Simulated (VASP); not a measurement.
Set up this calculation in VASP 6.6.1, as the native input.

```
Task                   : single point
Functional             : PBEsol
Potentials or basis    : VASP PAW PBE potentials, release 64 (Zr_sv, B)
Cutoff                 : 520 eV
k mesh                 : 18 × 18 × 18
Occupations            : gaussian, width 0.15 eV
Spin                   : no spin polarisation
Dipole correction      : no
Further INCAR settings : ALGO = Normal; EDIFF = 1e-06; NBANDS = 14
```

The structure of ZrB lies in POSCAR:

```
ZrB
1.0
    0.0000000000      2.3250000000      2.3250000000
    2.3250000000      0.0000000000      2.3250000000
    2.3250000000      2.3250000000      0.0000000000
Zr B
1 1
Direct
    0.0000000000      0.0000000000      0.0000000000
    0.4059139785      0.4059139785      0.5940860215
```

This cell differs from its parent crystal: all B atoms moved +0.438 Å, as atom 2 towards its neighbour atom 1 (Zr) at 2.325 Å.

These files were run (other wordings do the same):

INCAR

```
PREC = Accurate
ENCUT = 520
EDIFF = 1E-6
ISMEAR = 0
SIGMA = 0.15
LREAL = F
LASPH = T
NELM = 100
ALGO = Normal
ISIF = 2
LWAVE = F
LCHARG = F
GGA = PS
NBANDS = 14
```

KPOINTS

```
Automatic mesh
0
Gamma
  18 18 18
```

Potentials or basis: VASP PAW PBE potentials, release 64 (Zr_sv, B).

Launch:

```console
$ cat potpaw_PBE.64/Zr_sv/POTCAR potpaw_PBE.64/B/POTCAR > POTCAR
$ mpirun -np 1 vasp_std > vasp.out
```

Results of the run:

```json
{
  "Pressure": "40.9 GPa",
  "Largest force": "6.796 eV/Å",
  "Band gap on the k mesh": "zero (an odd number of electrons rules out a gap without spin polarisation)"
}
```

Caveat: the cell differs from its parent crystal (all B atoms moved +0.438 Å, as atom 2 towards its neighbour atom 1 (Zr) at 2.325 Å); the cell stands under pressure; the PAW data sets were made with another functional, which shifts forces and pressure a little.

Run time: 39 s on 1 thread of Intel(R) Xeon(R) 6975P-C (Granite Rapids), with other jobs on the host, peak memory 0.28 GiB.
